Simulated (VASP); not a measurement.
# TaF3: single point with r2SCAN

TaF3:

```
Ta F
1.0
     3.87872    0.00000    0.00000
     0.00000    3.87872    0.00000
     0.00000    0.00000    3.87872
Ta F
1 3
Direct
  0.00000 0.00000 0.00000
  0.50000 0.00000 0.00000
  0.00000 0.50000 0.00000
  0.00000 0.00000 0.50000
```

```json
{
  "Program": "VASP 6.6.1",
  "Task": "single point",
  "Functional": "r2SCAN",
  "Potentials or basis": "VASP PAW PBE potentials, release 64 (Ta_pv, F)",
  "Cutoff": "520 eV",
  "k mesh": "9 × 9 × 9",
  "Occupations": "gaussian, width 0.1693 eV",
  "Spin": "no spin polarisation",
  "Dipole correction": "no",
  "Further INCAR settings": "ALGO = Normal; EDIFF = 1e-06; NBANDS = 24"
}
```

```
Pressure               : 26.9 GPa
Band gap on the k mesh : zero (band 16 reaches 6.85 eV, above the bottom of band 17 at 3.84 eV)
```

Levels at points of the mesh, in eV from the Fermi level:
| k point | band 12 | band 13 | band 14 | band 15 | band 16 | band 17 | band 18 | band 19 | band 20 | band 21 |
| --- | --- | --- | --- | --- | --- | --- | --- | --- | --- | --- |
| (0.00, 0.00, 0.00) | -10.00 | -9.93 | -9.93 | -9.93 | -1.30 | -1.30 | -1.30 | -0.59 | 2.90 | 2.90 |

It took 80 s on 1 thread of Intel(R) Xeon(R) 6975P-C (Granite Rapids) (shared host), peak memory 0.19 GiB.

Caveat: the PAW data sets were made with another functional, which shifts forces and pressure a little; spin-orbit coupling is left out, which moves the levels of the heavy elements.
